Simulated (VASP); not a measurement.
# Ge (Fd-3m) in VASP: further runs, part 2 of 2

VASP 6.6.1. Earlier steps stand in the parts before.

**5. Single point, LDA (volume scaled by 1.01)**

INCAR reads:

```
SYSTEM = Ge
  ALGO = Normal
  EDIFF = 1E-6
  ENCUT = 520
  ISIF = 2
  ISMEAR = -1
  LASPH = .TRUE.
  LCHARG = .TRUE.
  LELF = .TRUE.
  LREAL = .FALSE.
  LVHAR = .TRUE.
  LWAVE = .FALSE.
  NBANDS = 21
  NELM = 60
  PREC = Accurate
  SIGMA = 0.05
```

KPOINTS reads:

```
k-points
0
G
  10 10 10
  0 0 0
```

POSCAR reads:

```
Ge
1.0
    0.0000000000      2.8381679760      2.8381679760
    2.8381679760      0.0000000000      2.8381679760
    2.8381679760      2.8381679760      0.0000000000
Ge
2
Direct
    0.5000000000      0.5000000000      0.5000000000
    0.7500000000      0.7500000000      0.7500000000
```

Potentials or basis: VASP PAW LDA potentials, release 64 (Ge_d).

On the command line:

```bash
> cat potpaw_LDA.64/Ge_d/POTCAR > POTCAR
> mpirun -np 1 vasp_std > vasp.out
```

OUTCAR:

```text
SYSTEM = Ge
   EDIFF = 1E-6
   ENCUT = 520
   ISIF = 2
   ISMEAR = -1
   LASPH = .TRUE.
   LREAL = .FALSE.
   NELM = 60
   PREC = Accurate

 ion  position               nearest neighbor table
   1  0.500  0.500  0.500-   2 2.46   2 2.46   2 2.46   2 2.46
   2  0.750  0.750  0.750-   1 2.46   1 2.46   1 2.46   1 2.46

  LATTYP: Found a face centered cubic cell.
 ALAT       =     5.6763359520

  Lattice vectors:

 A1 = (   0.0000000000,   2.8381679760,   2.8381679760)
 A2 = (   2.8381679760,   0.0000000000,   2.8381679760)
 A3 = (   2.8381679760,   2.8381679760,   0.0000000000)

Analysis of symmetry for initial positions (statically):
=====================================================================
 Subroutine PRICEL returns:
 Original cell was already a primitive cell.

 Routine SETGRP: Setting up the symmetry group for a
 face centered cubic supercell.

 Subroutine GETGRP returns: Found 48 space group operations
 (whereof 24 operations were pure point group operations)
 out of a pool of 48 trial point group operations.

The static configuration has the point symmetry T_d .
 The point group associated with its full space group is O_h .

Analysis of symmetry for dynamics (positions and initial velocities):
[... 161 lines left out ...]

 val. band max:        4.4006043325   @ k =   0.1000   0.0000   0.0000
 cond. band min:       4.6283324594   @ k =   0.0000   0.0000   0.0000
 fundamental gap:      0.2277281269
 Fermi energy:         4.6030155904

 k-point     1 :       0.0000    0.0000    0.0000
  band No.  band energies     occupation
      1     -20.2973      2.00000
      2     -20.2973      2.00000
      3     -20.2973      2.00000
      4     -20.2613      2.00000
      5     -20.2613      2.00000
      6     -20.0560      2.00000
[... 565 lines left out ...]
     20      16.0529      0.00000
     21      16.3847      0.00000

 [... further k-points ...]

------------------------ aborting loop because EDIFF is reached ----------------------------------------

  FORCE on cell =-STRESS in cart. coord.  units (eV):
  Direction    XX          YY          ZZ          XY          YZ          ZX
  --------------------------------------------------------------------------------------
  -------------------------------------------------------------------------------------
  Total       -0.4985058     -0.4985058     -0.4985058      0.0000000      0.0000000      0.0000000
  in kB      -17.4677309    -17.4677309    -17.4677309      0.0000000      0.0000000      0.0000000
  external PRESSURE =     -17.4677309 kB  Pullay stress =       0.0000000 kB

 VOLUME and BASIS-vectors are now :
 -----------------------------------------------------------------------------
  energy-cutoff  :      520.00
  volume of cell :       45.72
      direct lattice vectors                 reciprocal lattice vectors
     0.000000000  2.838167976  2.838167976    -0.176169982  0.176169982  0.176169982
     2.838167976  0.000000000  2.838167976     0.176169982 -0.176169982  0.176169982
     2.838167976  2.838167976  0.000000000     0.176169982  0.176169982 -0.176169982

 POSITION                                       TOTAL-FORCE (eV/Angst)
 -----------------------------------------------------------------------------------
      2.83817      2.83817      2.83817         0.000000      0.000000      0.000000
      4.25725      4.25725      4.25725        -0.000000     -0.000000     -0.000000
 -----------------------------------------------------------------------------------
    total drift:                                0.000000     -0.000000      0.000000

  FREE ENERGIE OF THE ION-ELECTRON SYSTEM (eV)
  ---------------------------------------------------
  free  energy   TOTEN  =       -10.3820874514 eV

  energy  without entropy=      -10.3812692386  energy(sigma->0) =      -10.38167834
```

stdout:

```text
POSCAR found type information on POSCAR Ge
 POSCAR found :  1 types and       2 ions
 scaLAPACK will be used
 LDA part: xc-table for (Slater(with rela. corr.)+CA(PZ))
 , standard interpolation
 POSCAR, INCAR and KPOINTS ok, starting setup
 FFT: planning ... GRIDC
 FFT: planning ... GRID_SOFT
 FFT: planning ... GRID
 WAVECAR not read
 entering main loop
```

It took 41 s on 1 thread of Intel Xeon 6975P-C, shared host; peak memory 0.16 GiB.

What came out:

- Free energy: -10.3821 eV
- Pressure: -1.7 GPa
- Band gap on the k mesh: zero (filled and empty bands touch)

**6. Single point, LDA (volume scaled by 1.02)**

INCAR reads:

```
ALGO = Normal
EDIFF = 1E-6
ENCUT = 520
GGA = CA
ISIF = 2
ISMEAR = -1
LASPH = T
LCHARG = F
LREAL = F
LWAVE = F
NBANDS = 21
NELM = 100
PREC = Accurate
SIGMA = 0.05
```

KPOINTS reads:

```
k-points
0
Gamma
  10 10 10
```

POSCAR reads:

```
Ge
1.0
    0.0000000000      2.8475041221      2.8475041221
    2.8475041221      0.0000000000      2.8475041221
    2.8475041221      2.8475041221      0.0000000000
Ge
2
Direct
    0.5000000000      0.5000000000      0.5000000000
    0.7500000000      0.7500000000      0.7500000000
```

Potentials or basis: VASP PAW LDA potentials, release 64 (Ge_d).

On the command line:

```bash
> cat potpaw_LDA.64/Ge_d/POTCAR > POTCAR
> mpirun -np 1 vasp_std > vasp.out
```

Run time: 36 s. Hardware: 1 thread of Intel Xeon 6975P-C, shared host; peak memory 0.16 GiB.

Results (log left out):

```
Free energy            : -10.3762 eV
Pressure               : -2.4 GPa
Band gap on the k mesh : zero (filled and empty bands touch)
```

Levels at points of the mesh, in eV from the Fermi level:
```csv
k point,band 11,band 12,band 13,band 14,band 15,band 16,band 17,band 18
"(0.00, 0.00, 0.00)",-12.62,-0.28,0.04,0.04,0.04,2.56,2.56,2.56
"(0.50, 0.00, 0.00)",-10.58,-7.51,-1.33,-1.33,0.05,3.75,3.75,7.00
"(0.50, 0.50, 0.00)",-8.81,-8.81,-2.97,-2.97,0.73,0.73,9.29,9.29
```

**7. Overview**

```csv
cell,gap on the mesh (eV),pressure (GPa)
"a = 3.946 Å, angles 60.0°, 2 atoms",0.19,1.9
"a = 3.974 Å, angles 60.0°, 2 atoms",0.04,0.3
"a = 3.987 Å, angles 60.0°, 2 atoms",none,-0.4
"a = 4.014 Å, angles 60.0°, 2 atoms",none,-1.7
"a = 4.027 Å, angles 60.0°, 2 atoms",none,-2.4
```

Alike in all rows: task single point; level LDA; potentials or basis VASP PAW LDA potentials, release 64 (Ge_d); no spin polarisation; k mesh 10 × 10 × 10; cutoff (eV) 520; smearing fermi-dirac 0.05 eV.

Absolute energies hang on the potentials; compare differences alone.
